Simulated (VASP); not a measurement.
Zn5O2:

```
Zn O
1.0
     3.05000    0.00000    0.00000
    -1.52500    2.64138    0.00000
     0.00000    0.00000   10.80000
Zn O
5 2
Direct
  0.33333 0.66667 0.49000
  0.00000 0.00000 0.24000
  0.66667 0.33333 0.00000
  0.66667 0.33333 0.66000
  0.33333 0.66667 0.83000
  0.00000 0.00000 0.42000
  0.66667 0.33333 0.18000
```

* Program: VASP 6.6.1
* Task: relaxation of cell and atoms
* Functional: PBE
* Potentials or basis: VASP PAW PBE potentials, release 64 (Zn, O)
* Cutoff: 600 eV
* k mesh: 6 × 6 × 2
* Occupations: gaussian, width 0.2 eV
* Spin: no spin polarisation

At the start: pressure 17.8 GPa; volume 12.43 Å³/atom.

Q: Where does the relaxation end?

A: Over 10 steps the energy falls by 108.6 meV/atom and the volume is 14.26 Å³/atom (+14.7 %); space group P3m1 (No. 156, to 0.1 Å) before and after.

The path:
```tsv
step	energy change (eV)	largest force (eV/Å)	pressure (GPa)	volume (Å³)
1	0.0000	1.1838	17.81	87.01
2	-0.5838	0.8470	-4.96	105.59
3	-0.6862	0.4914	0.00	99.59
4	-0.6861	0.5087	-0.35	99.85
5	-0.7150	0.3446	-0.40	99.97
6	-0.7244	0.3912	-0.29	100.08
7	-0.7441	0.2636	-0.04	99.73
8	-0.7540	0.1645	0.33	99.25
9	-0.7597	0.0891	-0.14	99.69
10	-0.7601	0.0737	-0.15	99.81
```

Final structure:
```xyz
7
Lattice="3.1618 0.0000 0.0000 -1.5809 2.7382 0.0000 0.0000 0.0000 11.5287" Properties=species:S:1:pos:R:3 pbc="T T T"
Zn    0.0000    1.8255    5.5971
Zn    3.1618    0.0000    2.7740
Zn    1.5809    0.9127    0.0107
Zn    1.5809    0.9127    7.7555
Zn    0.0000    1.8255    9.6677
O     3.1618    0.0000    4.7320
O     1.5809    0.9127    1.9738
```

Caveat: the k points lie up to 0.38 Å⁻¹ apart in the final cell; the relaxation stopped at a loose force limit of 0.08 eV/Å, so its end isn't a converged minimum.
